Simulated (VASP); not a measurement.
The system is Cu.

```
CELL_PARAMETERS angstrom
0.00000 1.79537 1.79537
1.79537 0.00000 1.79537
1.79537 1.79537 0.00000
ATOMIC_POSITIONS crystal
Cu 0.00000 0.00000 0.00000
```

Base run:

| Item | Value |
| --- | --- |
| Program | VASP 6.6.1 |
| Functional | PBE exchange alone |
| Potentials or basis | VASP PAW PBE potentials, release 64 (Cu) |
| Cutoff | 600 eV |
| k mesh | 13 × 13 × 13 |
| Occupations | fermi-dirac, width 0.05 eV |
| Spin | no spin polarisation |

Its results: band gap on the k mesh zero (an odd number of electrons rules out a gap without spin polarisation); pressure 27.5 GPa.

**Question.** The run is repeated on the same cell with these changes: functional from PBE exchange alone to PBE0; cutoff from 600 eV to 520 eV; k mesh from 13 × 13 × 13 to 8 × 8 × 8. What comes out?

**Answer.** Band gap on the k mesh zero (an odd number of electrons rules out a gap without spin polarisation); pressure 5.4 GPa.

Several settings changed at once.

Caveats: some runs use coarse meshes; the cell stands under pressure (at least some runs); the PAW data sets were made with another functional, which shifts forces and pressure a little (at least some runs).
